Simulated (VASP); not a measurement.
# ZrTa2 in VASP: single point with PBE

Aim: the single point of ZrTa2 with PBE.

All numbers are computed with VASP 6.6.1; they aren't measurements. Logs are shortened: lines on timing, memory, paths and dates and some standing lists are left out, and cuts for length are marked.

### Step 1. The cell of the first run

The typed cell holds 3 atoms: a = 4.504 Å, b = 4.504 Å, c = 4.504 Å, α = 114.21°, β = 114.21°, γ = 100.36°.

### Step 2. Single point, PBE

INCAR

```
SYSTEM = ZrTa2
PREC = Accurate
ENCUT = 520
EDIFF = 1E-6
ISMEAR = 0
SIGMA = 0.1
LREAL = .False.
LASPH = .True.
NELM = 60
ALGO = Fast
ISIF = 2
LWAVE = .False.
LCHARG = .False.
GGA = PE
NBANDS = 24
```

KPOINTS

```
regular mesh
0
Gamma
  14 14 14
  0 0 0
```

POSCAR

```
ZrTa2
1.0
   -2.4458323937      2.4459943949      2.8840001551
    2.4458323937     -2.4459943949      2.8840001551
    2.4458323937      2.4459943949     -2.8840001551
Zr Ta
1 2
Direct
    0.0000000000      0.0000000000      0.0000000000
    0.2500055339      0.7500055339      0.5000000000
    0.7499944661      0.2499944661      0.5000000000
```

Potentials or basis: VASP PAW PBE potentials, release 64 (Zr_sv, Ta_pv).

Command:

```
$ cat potpaw_PBE.64/Zr_sv/POTCAR potpaw_PBE.64/Ta_pv/POTCAR > POTCAR
$ mpirun -np 1 vasp_std > vasp.out
```

OUTCAR:

```text
SYSTEM = ZrTa2
   PREC = Accurate
   ENCUT = 520
   EDIFF = 1E-6
   ISMEAR = 0
   LREAL = .False.
   LASPH = .True.
   NELM = 60
   ISIF = 2
   GGA = PE

 ion  position               nearest neighbor table
   1  0.000  0.000  0.000-   2 2.84   3 2.84   2 2.84   3 2.84   3 2.84   2 2.84   3 2.84   2 2.84

   2  0.250  0.750  0.500-   1 2.84   1 2.84   1 2.84   1 2.84   3 2.88   3 2.88   3 3.46   3 3.46
                             3 3.46   3 3.46
   3  0.750  0.250  0.500-   1 2.84   1 2.84   1 2.84   1 2.84   2 2.88   2 2.88   2 3.46   2 3.46
                             2 3.46   2 3.46

  LATTYP: Found a body centered orthorhombic cell.
 ALAT       =     4.8916647874
 B/A-ratio  =     1.0000662356
 C/A-ratio  =     1.1791487277

  Lattice vectors:

 A1 = (  -2.4458323937,   2.4459943949,   2.8840001551)
 A2 = (   2.4458323937,  -2.4459943949,   2.8840001551)
 A3 = (   2.4458323937,   2.4459943949,  -2.8840001551)

Analysis of symmetry for initial positions (statically):
=====================================================================
 Subroutine PRICEL returns:
 Original cell was already a primitive cell.

 Routine SETGRP: Setting up the symmetry group for a
 body centered orthorhombic supercell.

 Subroutine GETGRP returns: Found  8 space group operations
 (whereof  8 operations were pure point group operations)
 out of a pool of  8 trial point group operations.

The static configuration has the point symmetry D_2h.

Analysis of symmetry for dynamics (positions and initial velocities):
=====================================================================
 Subroutine PRICEL returns:
 Original cell was already a primitive cell.

 Routine SETGRP: Setting up the symmetry group for a
 body centered orthorhombic supercell.

 Subroutine GETGRP returns: Found  8 space group operations
 (whereof  8 operations were pure point group operations)
 out of a pool of  8 trial point group operations.

The dynamic configuration has the point symmetry D_2h.

 Subroutine INISYM returns: Found  8 space group operations
 (whereof  8 operations are pure point group operations),
 and found     1 'primitive' translations

----------------------------------------------------------------------------------------

                                     Primitive cell

  volume of cell :      69.0140

  direct lattice vectors                    reciprocal lattice vectors
    -2.445832394  2.445994395  2.884000155     0.000000000  0.204415840  0.173370310
     2.445832394 -2.445994395  2.884000155     0.204429380  0.000000000  0.173370310
     2.445832394  2.445994395 -2.884000155     0.204429380  0.204415840  0.000000000

  length of vectors
     4.503603177  4.503603177  4.503603177     0.268035632  0.268045958  0.289097228

  position of ions in fractional coordinates (direct lattice)
     0.000000000  0.000000000  0.000000000
     0.250005534  0.750005534  0.500000000
     0.749994466  0.249994466  0.500000000

  ion indices of the primitive-cell ions
   primitive index   ion index
                 1           1
                 2           2
                 3           3

----------------------------------------------------------------------------------------

 KPOINTS: regular mesh

Automatic generation of k-mesh.
 Grid dimensions read from file:
 generate k-points for:   14   14   14

 Generating k-lattice:

  Cartesian coordinates                     Fractional coordinates (reciprocal lattice)
     0.000000000  0.014601131  0.012383594     0.071428571  0.000000000  0.000000000
     0.014602099  0.000000000  0.012383594     0.000000000  0.071428571 -0.000000000
     0.014602099  0.014601131  0.000000000     0.000000000 -0.000000000  0.071428571

  Length of vectors
     0.019145402  0.019146140  0.020649802

  Shift w.r.t. Gamma in fractional coordinates (k-lattice)
     0.000000000  0.000000000  0.000000000

 Subroutine IBZKPT returns following result:
 ===========================================

 Found    428 irreducible k-points:

 Following reciprocal coordinates:
            Coordinates               Weight
  0.000000  0.000000  0.000000      1.000000
  0.071429  0.000000 -0.000000      4.000000
  0.142857  0.000000 -0.000000      4.000000
  0.214286  0.000000  0.000000      4.000000
  0.285714  0.000000 -0.000000      4.000000
  0.357143  0.000000  0.000000      4.000000
[... 16 lines left out ...]
  0.000000  0.142857 -0.000000      4.000000
  0.071429  0.142857 -0.000000      8.000000
 [... further k-points ...]
   k-points           NKPTS =    428   k-points in BZ     NKDIM =    428   number of bands    NBANDS=     24
   number of dos      NEDOS =    301   number of ions     NIONS =      3
   total plane-waves  NPLWV =  46656
   dimension x,y,z NGX =    36 NGY =   36 NGZ =   36
   dimension x,y,z NGXF=    72 NGYF=   72 NGZF=   72
   ions per type =               1   2
   NGX,Y,Z   is equivalent  to a cutoff of  13.29, 13.29, 13.29 a.u.
   NGXF,Y,Z  is equivalent  to a cutoff of  26.58, 26.58, 26.58 a.u.
 SYSTEM =  ZrTa2
   PREC   = accura    normal or accurate (medium, high low for compatibility)
   ISTART =      0    job   : 0-new  1-cont  2-samecut
   ICHARG =      2    charge: 1-file 2-atom 10-const
   ISPIN  =      1    spin polarized calculation?
   LNONCOLLINEAR =      F non collinear calculations
   LSORBIT =      F    spin-orbit coupling
   LASPH  =      T    aspherical Exc in radial PAW
   ENCUT  =  520.0 eV  38.22 Ry    6.18 a.u.   8.37  8.37  8.37*2*pi/ulx,y,z
   NELM   =     60;   NELMIN=  2; NELMDL= -5     # of ELM steps
   EDIFF  = 0.1E-05   stopping-criterion for ELM
   LREAL  =      F    real-space projection
   EDIFFG = 0.1E-04   stopping-criterion for IOM
   NSW    =      0    number of steps for IOM
   IBRION =     -1    ionic relax: 0-MD 1-quasi-New 2-CG
   NFREE  =      0    steps in history (QN), initial steepest desc. (CG)
   ISIF   =      2    stress and relaxation
   ISYM   =      2    0-nonsym 1-usesym 2-fastsym
   POTIM  = 0.5000    time-step for ionic-motion
   TEBEG  =    0.0;   TEEND  =   0.0 temperature during run
   PSTRESS=    0.0 pullay stress
   NELECT =      34.0000    total number of electrons
   NUPDOWN=      -1.0000    fix difference up-down
   EMIN   =  10.00;   EMAX   =-10.00  energy-range for DOS
   EFERMI =   0.00;   METHOD = LEGACY
   ISMEAR =     0;   SIGMA  =   0.10  broadening in eV -4-tet -1-fermi 0-gaus
   EFERMI_NEDOS =   21; number of points for ismear=-14 and -15
   IALGO  =     68    algorithm
   IMIX   =      4    mixing-type and parameters
     AMIX     =   0.40;   BMIX     =  1.00
     AMIX_MAG =   1.60;   BMIX_MAG =  1.00
  volume/ion in A,a.u.               =      23.00       155.24
  Fermi-wavevector in a.u.,A,eV,Ry     =   1.292971  2.443360 22.745854  1.671773
  Thomas-Fermi vector in A             =   2.424645
   LORBIT       =      0    0 simple, 1 ext, 2 COOP (PROOUT), +10 PAW based schemes
   GGA     = PE    functional components
   LHFCALC =     F    Hartree Fock is set to
   AEXX    =    0.0000 exact exchange contribution
   IVDW    =     0    specifies the selected vdW correction
   LEPSILON=     F    determine dielectric tensor
   LRPA    =     F    only Hartree local field effects (RPA)
 non-spin polarized calculation
 RMM-DIIS sequential band-by-band and
 Gauss-broadening in eV      SIGMA  =   0.10
  energy-cutoff  :      520.00
  volume of cell :       69.01
 maximum number of plane-waves:      1881
 NGX is ok and might be reduce to    36
   NGX = 17   NGY = 17   NGZ = 17

 number of electron      33.9999998 magnetization

 Free energy of the ion-electron system (eV)
  ---------------------------------------------------
  ext. energy  EPLUGINS =         0.00000000
  ---------------------------------------------------
  free energy    TOTEN  =       -28.54003753 eV

  energy without entropy =      -28.52068470  energy(sigma->0) =      -28.53036111

 E-fermi :   5.3310     XC(G=0): -11.1054

 val. band max:        5.3309348075   @ k =   0.2857   0.2143   0.0714
 cond. band min:       5.3329471870   @ k =   0.3571   0.3571   0.0000
 fundamental gap:      0.0020123795
 Fermi energy:         5.3310125407

 k-point     1 :       0.0000    0.0000    0.0000
  band No.  band energies     occupation
      1     -42.2600      2.00000
      2     -29.2395      2.00000
      3     -28.9543      2.00000
      4     -28.9542      2.00000
      5     -28.9377      2.00000
      6     -28.9377      2.00000
[... 16 lines left out ...]
     23       9.4535      0.00000
     24       9.4579      0.00000

 k-point     2 :       0.0714    0.0000   -0.0000
  band No.  band energies     occupation
      1     -42.2602      2.00000
      2     -29.2316      2.00000
      3     -28.9551      2.00000
      4     -28.9547      2.00000
      5     -28.9378      2.00000
      6     -28.9365      2.00000
[... 16 lines left out ...]
     23       9.2598      0.00000
     24       9.5918      0.00000

 k-point     3 :       0.1429    0.0000   -0.0000
  band No.  band energies     occupation
      1     -42.2606      2.00000
      2     -29.2082      2.00000
      3     -28.9564      2.00000
      4     -28.9561      2.00000
      5     -28.9379      2.00000
      6     -28.9342      2.00000
[... 16 lines left out ...]
     23       9.3057      0.00000
     24       9.6691      0.00000

 k-point     4 :       0.2143    0.0000    0.0000
  band No.  band energies     occupation
      1     -42.2611      2.00000
      2     -29.1698      2.00000
      3     -28.9580      2.00000
      4     -28.9569      2.00000
      5     -28.9382      2.00000
      6     -28.9323      2.00000
[... 16 lines left out ...]
     23       9.3902      0.00000
     24       9.6573      0.00000

 k-point     5 :       0.2857    0.0000   -0.0000
  band No.  band energies     occupation
      1     -42.2617      2.00000
      2     -29.1176      2.00000
      3     -28.9600      2.00000
      4     -28.9558      2.00000
      5     -28.9386      2.00000
      6     -28.9319      2.00000
[... 16 lines left out ...]
     23       9.3797      0.00000
     24       9.5691      0.00000

 k-point     6 :       0.3571    0.0000    0.0000
  band No.  band energies     occupation
      1     -42.2623      2.00000
      2     -29.0535      2.00000
      3     -28.9617      2.00000
      4     -28.9534      2.00000
      5     -28.9390      2.00000
      6     -28.9330      2.00000
[... 16 lines left out ...]
     23       9.2464      0.00000
     24       9.4129      0.00000
[... 379 lines left out ...]
 k-point    21 :      -0.1429    0.0714    0.0000
  band No.  band energies     occupation
      1     -42.2606      2.00000
      2     -29.2345      2.00000
      3     -28.9576      2.00000
      4     -28.9471      2.00000
      5     -28.9436      2.00000
      6     -28.9344      2.00000
[... 16 lines left out ...]
     23       9.2495      0.00000
     24       9.6480      0.00000

 k-point    22 :      -0.0714    0.0714    0.0000
  band No.  band energies     occupation
      1     -42.2603      2.00000
      2     -29.2410      2.00000
      3     -28.9557      2.00000
      4     -28.9484      2.00000
      5     -28.9425      2.00000
      6     -28.9365      2.00000
[... 16 lines left out ...]
     23       9.3711      0.00000
     24       9.5263      0.00000

 k-point    23 :       0.0000    0.1429   -0.0000
  band No.  band energies     occupation
      1     -42.2606      2.00000
      2     -29.2082      2.00000
      3     -28.9564      2.00000
      4     -28.9561      2.00000
      5     -28.9379      2.00000
      6     -28.9342      2.00000
[... 16 lines left out ...]
     23       9.3052      0.00000
     24       9.6689      0.00000

 k-point    24 :       0.0714    0.1429   -0.0000
  band No.  band energies     occupation
      1     -42.2608      2.00000
      2     -29.1675      2.00000
      3     -28.9684      2.00000
      4     -28.9551      2.00000
      5     -28.9378      2.00000
      6     -28.9251      2.00000
[... 16 lines left out ...]
     23       9.2998      0.00000
     24       9.4108      0.00000

 [... further k-points ...]

------------------------ aborting loop because EDIFF is reached ----------------------------------------

  FORCE on cell =-STRESS in cart. coord.  units (eV):
  Direction    XX          YY          ZZ          XY          YZ          ZX
  --------------------------------------------------------------------------------------
  -------------------------------------------------------------------------------------
  Total        0.0156229      0.0134053      0.0007707      0.0000000      0.0000000      0.0000000
  in kB        0.3626890      0.3112084      0.0178911      0.0000000      0.0000000      0.0000000
  external PRESSURE =       0.2305962 kB  Pullay stress =       0.0000000 kB

 VOLUME and BASIS-vectors are now :
 -----------------------------------------------------------------------------
  energy-cutoff  :      520.00
  volume of cell :       69.01
      direct lattice vectors                 reciprocal lattice vectors
    -2.445832394  2.445994395  2.884000155     0.000000000  0.204415840  0.173370310
     2.445832394 -2.445994395  2.884000155     0.204429380  0.000000000  0.173370310
     2.445832394  2.445994395 -2.884000155     0.204429380  0.204415840  0.000000000

 POSITION                                       TOTAL-FORCE (eV/Angst)
 -----------------------------------------------------------------------------------
      0.00000      0.00000      0.00000        -0.000000      0.000000      0.000000
      2.44583      0.00000      1.44203         0.000000      0.000000      0.000033
      0.00000      2.44599      1.44197        -0.000000     -0.000000     -0.000033
 -----------------------------------------------------------------------------------
    total drift:                                0.000000      0.000000     -0.000000

  FREE ENERGIE OF THE ION-ELECTRON SYSTEM (eV)
  ---------------------------------------------------
  free  energy   TOTEN  =       -28.5400375319 eV

  energy  without entropy=      -28.5206846960  energy(sigma->0) =      -28.53036111
```

Run time: 7.2 min. Hardware: 1 thread of Intel Xeon 6975P-C (Granite Rapids), shared host; peak memory 0.73 GiB.

What came out:

- Free energy: -28.5400 eV
- Pressure: 0.0 GPa
- Band gap on the k mesh: zero (bands 17 and 18 overlap by 0.87 eV)

Caveat: spin-orbit coupling is left out, which moves the levels of the heavy elements.
